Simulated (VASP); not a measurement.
# Ti3Al5: single point with PBEsol

Crystal: Ti3Al5.

```
Ti Al
1.0
     3.88544    0.00000    0.00000
     0.00000    4.00179    0.00000
     0.00000    0.00000    7.93165
Ti Al
3 5
Direct
  0.00000 0.50000 0.26461
  0.00000 0.50000 0.73539
  0.50000 0.50000 0.00000
  0.00000 0.00000 0.00000
  0.00000 0.00000 0.50000
  0.50000 0.50000 0.50000
  0.50000 0.00000 0.24170
  0.50000 0.00000 0.75830
```

This cell differs from its parent crystal: strain -0.0150 x Voigt [0, 0, 1, 0, 0, 0].

- Program: VASP 6.6.1
- Task: single point
- Functional: PBEsol
- Potentials or basis: VASP PAW PBE potentials, release 64 (Ti_sv, Al)
- Cutoff: 520 eV
- k mesh: 10 × 10 × 6
- Occupations: gaussian, width 0.15 eV
- Spin: no spin polarisation
- Dipole correction: no
- Further INCAR settings: ALGO = Fast; EDIFF = 1e-07; NBANDS = 36

```
Pressure               : 1.9 GPa
Largest force          : 0.053 eV/Å
Band gap on the k mesh : zero (an odd number of electrons rules out a gap without spin polarisation)
```

Forces on the atoms (eV/Å):
```
Ti   0.000  0.000 -0.053
Ti   0.000  0.000  0.053
Ti   0.000  0.000  0.000
Al   0.000  0.000  0.000
Al   0.000  0.000  0.000
Al   0.000  0.000  0.000
Al   0.000  0.000  0.038
Al   0.000  0.000 -0.038
```

Stress tensor (GPa, compression positive):
```
1.30 0.00 0.00
0.00 1.14 0.00
0.00 0.00 3.30
```

Levels at points of the mesh, in eV from the Fermi level:
```tsv
k point	band 23	band 24	band 25	band 26	band 27	band 28	band 29	band 30
(0.00, 0.00, 0.00)	-0.77	-0.66	-0.59	-0.34	0.06	0.71	0.78	0.81
(0.50, 0.00, 0.00)	-1.13	-0.89	-0.46	-0.13	0.77	0.95	1.50	1.50
(0.00, 0.50, 0.00)	-0.54	-0.25	0.07	0.81	1.09	1.14	1.55	1.65
(0.50, 0.50, 0.00)	-1.73	-0.81	-0.79	-0.05	-0.01	1.20	1.20	1.29
(0.00, 0.00, 0.50)	-0.68	-0.65	-0.50	-0.31	0.14	0.60	0.90	0.92
(0.50, 0.00, 0.50)	-1.01	-0.69	-0.67	-0.49	0.98	1.26	1.30	1.44
(0.00, 0.50, 0.50)	-0.85	0.74	0.76	0.82	0.97	0.97	1.22	1.42
(0.50, 0.50, 0.50)	-1.89	-1.58	-1.03	-0.61	-0.21	1.24	1.25	1.36
```

Run time: 25 min on 1 thread of AMD EPYC 9R45 96-Core Processor (Zen 5), with other jobs on the host, peak memory 0.55 GiB.

Caveat: the cell differs from its parent crystal (strain -0.0150 x Voigt [0, 0, 1, 0, 0, 0]); the PAW data sets were made with another functional, which shifts forces and pressure a little.
